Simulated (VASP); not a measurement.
# TiTe2 (P-3m1) in VASP: settings compared

TiTe2 is run at these levels: PBE+D3(BJ), BLYP+D3(BJ); tasks: relaxation of shape and atoms at fixed volume.

All numbers are computed with VASP 6.6.1; they aren't measurements. Logs are shortened: lines on timing, memory, paths and dates and some standing lists are left out, and cuts for length are marked.

## 1. The cell of the first run

It takes space group P-3m1 (No. 164, trigonal). Conventional cell: a = 3.710 Å, b = 3.710 Å, c = 6.332 Å, α = 90.00°, β = 90.00°, γ = 120.00°. Within 3.8 Å of Ti (site symmetry -3m) lie 6 Te at 2.75 Å and 6 Ti at 3.71 Å. Within 3.8 Å of Te (site symmetry 3m) lie 3 Ti at 2.75 Å and 9 Te at 3.58 to 3.71 Å.

## 2. Relaxation of shape and atoms at fixed volume, PBE+D3(BJ) (25.16 Å³/atom)

Contents of INCAR:

```
SYSTEM = TiTe2
PREC = Accurate
ENCUT = 600
EDIFF = 1E-6
ISMEAR = 0
SIGMA = 0.05
LREAL = .FALSE.
LASPH = .TRUE.
NELM = 60
ALGO = Normal
ISIF = 4
LWAVE = .FALSE.
LCHARG = .FALSE.
GGA = PE
IVDW = 12
IBRION = 2
NSW = 60
EDIFFG = -0.01
```

Contents of KPOINTS:

```
Automatic mesh
0
G
  8 8 4
  0 0 0
```

Contents of POSCAR:

```
TiTe2
1.0
    3.7097273177      0.0000000000      0.0000000000
   -1.8548636589      3.2127180983      0.0000000000
    0.0000000000      0.0000000000      6.3322600606
Ti Te
1 2
Direct
    0.0000000000      0.0000000000      0.0000000000
    0.3333333333      0.6666666667      0.2733666228
    0.6666666667      0.3333333333      0.7266333772
```

Potentials or basis: VASP PAW PBE potentials, release 64 (Ti_sv, Te).

The run is started by

```
> cat potpaw_PBE.64/Ti_sv/POTCAR potpaw_PBE.64/Te/POTCAR > POTCAR
> mpirun -np 1 vasp_std > vasp.out
```

OUTCAR:

```text
SYSTEM = TiTe2
   PREC = Accurate
   ENCUT = 600
   EDIFF = 1E-6
   ISMEAR = 0
   LREAL = .FALSE.
   LASPH = .TRUE.
   NELM = 60
   ISIF = 4
   GGA = PE
   IVDW = 12
   IBRION = 2
   NSW = 60
   EDIFFG = -0.01
 IVDW          = 12

 ion  position               nearest neighbor table
   1  0.000  0.000  0.000-   2 2.75   3 2.75   3 2.75   2 2.75   3 2.75   2 2.75
   2  0.333  0.667  0.273-   1 2.75   1 2.75   1 2.75   3 3.58   3 3.58   3 3.58
   3  0.667  0.333  0.727-   1 2.75   1 2.75   1 2.75   2 3.58   2 3.58   2 3.58

  LATTYP: Found a hexagonal cell.
 ALAT       =     3.7097273177
 C/A-ratio  =     1.7069341001

  Lattice vectors:

 A1 = (   3.7097273177,   0.0000000000,   0.0000000000)
 A2 = (  -1.8548636589,   3.2127180983,   0.0000000000)
 A3 = (   0.0000000000,   0.0000000000,   6.3322600606)

Analysis of symmetry for initial positions (statically):
=====================================================================
 Subroutine PRICEL returns:
 Original cell was already a primitive cell.

 Routine SETGRP: Setting up the symmetry group for a
 hexagonal supercell.

 Subroutine GETGRP returns: Found 12 space group operations
 (whereof 12 operations were pure point group operations)
 out of a pool of 24 trial point group operations.

The static configuration has the point symmetry D_3d.

Analysis of symmetry for dynamics (positions and initial velocities):
=====================================================================
 Subroutine PRICEL returns:
 Original cell was already a primitive cell.

 Routine SETGRP: Setting up the symmetry group for a
 hexagonal supercell.

 Subroutine GETGRP returns: Found 12 space group operations
 (whereof 12 operations were pure point group operations)
 out of a pool of 24 trial point group operations.

The dynamic configuration has the point symmetry D_3d.

 Subroutine INISYM returns: Found 12 space group operations
 (whereof 12 operations are pure point group operations),
 and found     1 'primitive' translations

----------------------------------------------------------------------------------------

                                     Primitive cell

  volume of cell :      75.4698

  direct lattice vectors                    reciprocal lattice vectors
     3.709727318  0.000000000  0.000000000     0.269561592  0.155631457  0.000000000
    -1.854863659  3.212718098  0.000000000     0.000000000  0.311262915  0.000000000
     0.000000000  0.000000000  6.332260061     0.000000000  0.000000000  0.157921499

  length of vectors
     3.709727318  3.709727318  6.332260061     0.311262915  0.311262915  0.157921499

  position of ions in fractional coordinates (direct lattice)
     0.000000000  0.000000000  0.000000000
     0.333333333  0.666666667  0.273366623
     0.666666667  0.333333333  0.726633377

  ion indices of the primitive-cell ions
   primitive index   ion index
                 1           1
                 2           2
                 3           3

----------------------------------------------------------------------------------------

 KPOINTS: Automatic mesh

Automatic generation of k-mesh.
 Grid dimensions read from file:
 generate k-points for:    8    8    4

 Generating k-lattice:

  Cartesian coordinates                     Fractional coordinates (reciprocal lattice)
     0.033695199  0.019453932  0.000000000     0.125000000  0.000000000  0.000000000
     0.000000000  0.038907864  0.000000000     0.000000000  0.125000000  0.000000000
     0.000000000  0.000000000  0.039480375     0.000000000  0.000000000  0.250000000

  Length of vectors
     0.038907864  0.038907864  0.039480375

  Shift w.r.t. Gamma in fractional coordinates (k-lattice)
     0.000000000  0.000000000  0.000000000

 Subroutine IBZKPT returns following result:
 ===========================================

 Found     35 irreducible k-points:

 Following reciprocal coordinates:
            Coordinates               Weight
  0.000000  0.000000  0.000000      1.000000
  0.125000  0.000000  0.000000      6.000000
  0.250000  0.000000  0.000000      6.000000
  0.375000  0.000000  0.000000      6.000000
  0.500000  0.000000  0.000000      3.000000
  0.125000  0.125000  0.000000      6.000000
[... 16 lines left out ...]
 -0.125000  0.500000  0.250000     12.000000
  0.250000  0.250000  0.250000     12.000000
 [... further k-points ...]
   k-points           NKPTS =     35   k-points in BZ     NKDIM =     35   number of bands    NBANDS=     16
   number of dos      NEDOS =    301   number of ions     NIONS =      3
   total plane-waves  NPLWV =  48600
   dimension x,y,z NGX =    30 NGY =   30 NGZ =   54
   dimension x,y,z NGXF=    60 NGYF=   60 NGZF=  108
   ions per type =               1   2
   NGX,Y,Z   is equivalent  to a cutoff of  13.44, 13.44, 14.18 a.u.
   NGXF,Y,Z  is equivalent  to a cutoff of  26.89, 26.89, 28.35 a.u.
 SYSTEM =  TiTe2
   PREC   = accura    normal or accurate (medium, high low for compatibility)
   ISTART =      0    job   : 0-new  1-cont  2-samecut
   ICHARG =      2    charge: 1-file 2-atom 10-const
   ISPIN  =      1    spin polarized calculation?
   LNONCOLLINEAR =      F non collinear calculations
   LSORBIT =      F    spin-orbit coupling
   LASPH  =      T    aspherical Exc in radial PAW
   ENCUT  =  600.0 eV  44.10 Ry    6.64 a.u.   7.41  7.41 12.65*2*pi/ulx,y,z
   NELM   =     60;   NELMIN=  2; NELMDL= -5     # of ELM steps
   EDIFF  = 0.1E-05   stopping-criterion for ELM
   LREAL  =      F    real-space projection
   EDIFFG = -.1E-01   stopping-criterion for IOM
   NSW    =     60    number of steps for IOM
   IBRION =      2    ionic relax: 0-MD 1-quasi-New 2-CG
   NFREE  =      1    steps in history (QN), initial steepest desc. (CG)
   ISIF   =      4    stress and relaxation
   ISYM   =      2    0-nonsym 1-usesym 2-fastsym
   POTIM  = 0.5000    time-step for ionic-motion
   TEBEG  =    0.0;   TEEND  =   0.0 temperature during run
   PSTRESS=    0.0 pullay stress
   NELECT =      24.0000    total number of electrons
   NUPDOWN=      -1.0000    fix difference up-down
   EMIN   =  10.00;   EMAX   =-10.00  energy-range for DOS
   EFERMI =   0.00;   METHOD = LEGACY
   ISMEAR =     0;   SIGMA  =   0.05  broadening in eV -4-tet -1-fermi 0-gaus
   EFERMI_NEDOS =   21; number of points for ismear=-14 and -15
   IALGO  =     38    algorithm
   IMIX   =      4    mixing-type and parameters
     AMIX     =   0.40;   BMIX     =  1.00
     AMIX_MAG =   1.60;   BMIX_MAG =  1.00
  volume/ion in A,a.u.               =      25.16       169.77
  Fermi-wavevector in a.u.,A,eV,Ry     =   1.117431  2.111639 16.988949  1.248652
  Thomas-Fermi vector in A             =   2.254054
   LORBIT       =      0    0 simple, 1 ext, 2 COOP (PROOUT), +10 PAW based schemes
   GGA     = PE    functional components
   LHFCALC =     F    Hartree Fock is set to
   AEXX    =    0.0000 exact exchange contribution
   IVDW    =    12    specifies the selected vdW correction
   LEPSILON=     F    determine dielectric tensor
   LRPA    =     F    only Hartree local field effects (RPA)
 conjugate gradient relaxation of ions
 non-spin polarized calculation
 Gauss-broadening in eV      SIGMA  =   0.05
  energy-cutoff  :      600.00
  volume of cell :       75.47
 maximum number of plane-waves:      2551
 NGX is ok and might be reduce to    30
   NGX = 15   NGY = 15   NGZ = 25

--------------------------------------- Ionic step        1  -------------------------------------------

 number of electron      24.0000001 magnetization

 Free energy of the ion-electron system (eV)
  ---------------------------------------------------
  ext. energy  EPLUGINS =         0.00000000
  ---------------------------------------------------
  free energy    TOTEN  =       -16.14898161 eV

  energy without entropy =      -16.14729613  energy(sigma->0) =      -16.14813887

------------------------ aborting loop because EDIFF is reached ----------------------------------------

 Edisp (eV)   -1.56970

 E8    (eV) :    -0.7272

  FORCE on cell =-STRESS in cart. coord.  units (eV):
  Direction    XX          YY          ZZ          XY          YZ          ZX
  --------------------------------------------------------------------------------------
  -------------------------------------------------------------------------------------
  Total      -0.18086    -0.18086    -0.14878     0.00000     0.00000     0.00000
  in kB      -3.83956    -3.83956    -3.15843     0.00000     0.00000     0.00000
  external pressure =       -3.61 kB  Pullay stress =        0.00 kB

 VOLUME and BASIS-vectors are now :
 -----------------------------------------------------------------------------
  energy-cutoff  :      600.00
  volume of cell :       75.47
      direct lattice vectors                 reciprocal lattice vectors
     3.709727318  0.000000000  0.000000000     0.269561592  0.155631457  0.000000000
    -1.854863659  3.212718098  0.000000000     0.000000000  0.311262915  0.000000000
     0.000000000  0.000000000  6.332260061     0.000000000  0.000000000  0.157921499
[... 124 lines left out ...]
 POSITION                                       TOTAL-FORCE (eV/Angst)
 -----------------------------------------------------------------------------------
      0.00000      0.00000      6.33697         0.000000      0.000000      0.000000
     -0.00000      2.14102      1.72318         0.000000      0.000000      0.003716
      1.85417      1.07051      4.61379        -0.000000     -0.000000     -0.003716
 -----------------------------------------------------------------------------------
    total drift:                               -0.000000      0.000000      0.000000

  FREE ENERGIE OF THE ION-ELECTRON SYSTEM (eV)
  ---------------------------------------------------
  free  energy   TOTEN  =       -17.7195116047 eV

  energy  without entropy=      -17.7177542105  energy(sigma->0) =      -17.71863291

--------------------------------------- Ionic step        5  -------------------------------------------

 number of electron      24.0000001 magnetization

 Free energy of the ion-electron system (eV)
  ---------------------------------------------------
  ext. energy  EPLUGINS =         0.00000000
  ---------------------------------------------------
  free energy    TOTEN  =       -16.15007247 eV

  energy without entropy =      -16.14835190  energy(sigma->0) =      -16.14921219

 E-fermi :   7.5936     XC(G=0): -10.1784

 val. band max:        7.5718352829   @ k =   0.5000   0.0000   0.0000
 cond. band min:       7.6046427550   @ k =   0.1250   0.0000   0.0000
 fundamental gap:      0.0328074721
 Fermi energy:         7.5935598387

 k-point     1 :       0.0000    0.0000    0.0000
  band No.  band energies     occupation
      1     -49.7758      2.00000
      2     -26.0385      2.00000
      3     -26.0385      2.00000
      4     -26.0110      2.00000
      5      -5.1598      2.00000
      6      -3.4174      2.00000
[... 8 lines left out ...]
     15       8.8630      0.00000
     16      10.6783      0.00000
[... 419 lines left out ...]
 k-point    24 :       0.2500    0.2500    0.2500
  band No.  band energies     occupation
      1     -49.7719      2.00000
      2     -26.0805      2.00000
      3     -26.0605      2.00000
      4     -25.9987      2.00000
      5      -3.3003      2.00000
      6      -2.8436      2.00000
[... 8 lines left out ...]
     15       9.0695      0.00000
     16       9.7479      0.00000

 [... further k-points ...]

------------------------ aborting loop because EDIFF is reached ----------------------------------------

 Edisp (eV)   -1.56952

 E8    (eV) :    -0.7271

  FORCE on cell =-STRESS in cart. coord.  units (eV):
  Direction    XX          YY          ZZ          XY          YZ          ZX
  --------------------------------------------------------------------------------------
  -------------------------------------------------------------------------------------
  Total      -0.02793    -0.02793     0.00687     0.00000     0.00000     0.00000
  in kB      -0.59298    -0.59298     0.14593     0.00000     0.00000     0.00000
  external pressure =       -0.35 kB  Pullay stress =        0.00 kB

 VOLUME and BASIS-vectors are now :
 -----------------------------------------------------------------------------
  energy-cutoff  :      600.00
  volume of cell :       75.47
      direct lattice vectors                 reciprocal lattice vectors
     3.705874744  0.000000000  0.000000000     0.269841824  0.155793250 -0.000000000
    -1.852937372  3.209381671 -0.000000000    -0.000000000  0.311586499  0.000000000
     0.000000000 -0.000000000  6.345432757    -0.000000000  0.000000000  0.157593664

 POSITION                                       TOTAL-FORCE (eV/Angst)
 -----------------------------------------------------------------------------------
     -1.85294      3.20938     -0.00000         0.000000      0.000000      0.000000
     -0.00000      2.13959      1.72501         0.000000     -0.000000      0.001827
      1.85294      1.06979      4.62042        -0.000000      0.000000     -0.001827
 -----------------------------------------------------------------------------------
    total drift:                                0.000000      0.000000      0.000000

  FREE ENERGIE OF THE ION-ELECTRON SYSTEM (eV)
  ---------------------------------------------------
  free  energy   TOTEN  =       -17.7195951894 eV

  energy  without entropy=      -17.7178746222  energy(sigma->0) =      -17.71873491

 reached required accuracy - stopping structural energy minimisation
```

Wall time 2.1 min (1 thread of Intel Xeon Platinum 8259CL at 2.50GHz (Skylake/Cascade Lake), shared host); peak memory 0.25 GiB.

What came out:

```yaml
Free_energy: -17.7196 eV
Energy_gained_by_relaxing: 0.3 meV/atom
Ionic_steps: 5
Pressure_after_relaxing: 0.0 GPa
Band_gap_on_the_k_mesh: zero (bands 12 and 13 overlap by 0.82 eV)
Dispersion_energy_per_atom: -0.523 eV
```

Step by step:
| step | energy change (eV) | largest force (eV/Å) | pressure (GPa) | volume (Å³) |
| --- | --- | --- | --- | --- |
| 1 | 0.0000 | 0.0875 | -0.36 | 75.47 |
| 2 | -0.0006 | 0.0454 | -0.21 | 75.47 |
| 3 | -0.0008 | 0.0063 | -0.07 | 75.47 |
| 4 | -0.0008 | 0.0037 | -0.05 | 75.47 |
| 5 | -0.0009 | 0.0018 | -0.03 | 75.47 |

Final structure:
```
CELL_PARAMETERS angstrom
3.70587 0.00000 0.00000
-1.85294 3.20938 0.00000
0.00000 0.00000 6.34543
ATOMIC_POSITIONS crystal
Ti 0.00000 0.00000 0.00000
Te 0.33333 0.66667 0.27185
Te 0.66667 0.33333 0.72815
```

Levels at points of the mesh, in eV from the Fermi level:
```
           k point  band 8  band 9  band 10  band 11  band 12  band 13  band 14  band 15  band 16
(0.00, 0.00, 0.00)   -1.62   -1.62     0.27     0.45     0.45     0.81     1.27     1.27     3.08
(0.50, 0.00, 0.00)   -3.88   -2.93    -2.51    -1.71    -1.19    -0.02     1.28     1.64     2.43
(0.00, 0.00, 0.50)   -2.98   -1.52    -1.52     0.43     0.43     0.82     0.82     1.12     3.67
(0.50, 0.00, 0.50)   -4.91   -2.55    -2.10    -0.88    -0.45    -0.37     1.28     1.62     2.58
```

Caveat: spin-orbit coupling is left out, which moves the levels of the heavy elements.

## 3. Relaxation of shape and atoms at fixed volume, BLYP+D3(BJ) (25.48 Å³/atom)

This run uses another cell than the first one, of 25.48 Å³/atom.

Contents of INCAR:

```
SYSTEM = TiTe2
AGGAC = 1.0
AGGAX = 1.0
ALDAC = 0.0
ALDAX = 1.0
ALGO = Normal
EDIFF = 1E-6
EDIFFG = -0.01
ENCUT = 600
GGA = B5
IBRION = 2
ISIF = 4
ISMEAR = 0
IVDW = 12
LASPH = .True.
LCHARG = .False.
LREAL = .False.
LWAVE = .False.
NELM = 100
NSW = 60
PREC = Accurate
SIGMA = 0.05
VDW_A1 = 0.4298
VDW_A2 = 4.2359
VDW_S6 = 1.0
VDW_S8 = 2.6996
```

Contents of KPOINTS:

```
k-points
0
Gamma
  8 8 4
  0 0 0
```

Contents of POSCAR:

```
TiTe2
1.0
    3.7481337788      0.0000000000      0.0000000000
   -1.8740668894      3.2459790692      0.0000000000
    0.0000000000      0.0000000000      6.2818105970
Ti Te
1 2
Direct
    0.0000000000      0.0000000000      0.0000000000
    0.3333333333      0.6666666667      0.2708262391
    0.6666666667      0.3333333333      0.7291737609
```

Potentials or basis: VASP PAW PBE potentials, release 64 (Ti_sv, Te).

The run is started by

```
> cat potpaw_PBE.64/Ti_sv/POTCAR potpaw_PBE.64/Te/POTCAR > POTCAR
> mpirun -np 1 vasp_std > vasp.out
```

Wall time 85 s (1 thread of Intel Xeon Platinum 8259CL at 2.50GHz (Skylake/Cascade Lake), shared host); peak memory 0.24 GiB.

It converged, with:

* Free energy: -17.3662 eV
* Energy gained by relaxing: 0.0 meV/atom
* Ionic steps: 2
* Pressure after relaxing: 0.1 GPa
* Largest force after relaxing: 0.009 eV/Å
* Band gap on the k mesh: zero (bands 12 and 13 overlap by 0.65 eV)
* Dispersion energy per atom: -1.215 eV

Forces on the atoms (eV/Å):
```
Ti   0.000  0.000  0.000
Te   0.000  0.000  0.009
Te   0.000  0.000 -0.009
```

Final structure:
```cif
data_structure
_symmetry_space_group_name_H-M 'P 1'
_symmetry_Int_Tables_number 1
_cell_length_a 3.7482
_cell_length_b 3.7482
_cell_length_c 6.2817
_cell_angle_alpha 90.000
_cell_angle_beta 90.000
_cell_angle_gamma 120.000
_cell_volume 76.43
loop_
_atom_site_label
_atom_site_type_symbol
_atom_site_fract_x
_atom_site_fract_y
_atom_site_fract_z
_atom_site_occupancy
Ti1 Ti 0.00000 0.00000 0.00000 1
Te1 Te 0.33333 0.66667 0.27102 1
Te2 Te 0.66667 0.33333 0.72898 1
```

Levels at points of the mesh, in eV from the Fermi level:
| k point | band 9 | band 10 | band 11 | band 12 | band 13 | band 14 | band 15 | band 16 |
| --- | --- | --- | --- | --- | --- | --- | --- | --- |
| (0.00, 0.00, 0.00) | -1.75 | 0.37 | 0.39 | 0.39 | 0.90 | 1.10 | 1.10 | 2.95 |
| (0.50, 0.00, 0.00) | -2.82 | -2.42 | -1.78 | -1.27 | 0.04 | 1.14 | 1.51 | 2.43 |
| (0.00, 0.00, 0.50) | -1.64 | -1.64 | 0.37 | 0.37 | 0.64 | 0.64 | 1.14 | 3.54 |
| (0.50, 0.00, 0.50) | -2.46 | -2.16 | -0.78 | -0.52 | -0.26 | 1.14 | 1.48 | 2.48 |

Caveat: the PAW data sets were made with another functional, which shifts forces and pressure a little; spin-orbit coupling is left out, which moves the levels of the heavy elements.
